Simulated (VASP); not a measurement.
Set up this calculation in VASP 6.6.1, as the native input.

- Task: single point
- Functional: PBE
- Potentials or basis: VASP PAW PBE potentials, release 64 (Lu)
- Cutoff: 520 eV
- k mesh: 10 × 10 × 5
- Occupations: methfessel-paxton, width 0.1 eV
- Spin: no spin polarisation
- Dipole correction: no
- Further INCAR settings: ALGO = Normal; EDIFF = 1e-07; NBANDS = 32

The structure of Lu lies in POSCAR:

```
Lu
1.0
    3.5885749648      0.0000000000      0.0000000000
   -1.7942874824      3.1077970809      0.0000000000
    0.0000000000      0.0000000000      5.6863408901
Lu
2
Direct
    0.3333333333      0.6666666667      0.2500000000
    0.6666666667      0.3333333333      0.7500000000
```

These files were run (other wordings do the same):

INCAR

```
SYSTEM = Lu
  PREC = Accurate
  ENCUT = 520
  EDIFF = 1E-7
  ISMEAR = 1
  SIGMA = 0.1
  LREAL = .FALSE.
  LASPH = .TRUE.
  NELM = 60
  ALGO = Normal
  ISIF = 2
  LWAVE = .FALSE.
  LCHARG = .TRUE.
  GGA = PE
  LELF = .TRUE.
  LVHAR = .TRUE.
  NBANDS = 32
```

KPOINTS

```
regular mesh
0
G
  10 10 5
  0 0 0
```

Potentials or basis: VASP PAW PBE potentials, release 64 (Lu).

The run is started by

```console
$ cat potpaw_PBE.64/Lu/POTCAR > POTCAR
$ mpirun -np 1 vasp_std > vasp.out
```

It gave:

```yaml
Pressure: -3.3 GPa
Band_gap_on_the_k_mesh: zero (band 25 reaches 2.70 eV, above the bottom of band 26 at 1.41 eV)
```

Caveat: spin-orbit coupling is left out, which moves the levels of the heavy elements.

Run time: 3 min on 1 thread of AMD EPYC 7R13, on a shared host, peak memory 0.19 GiB.
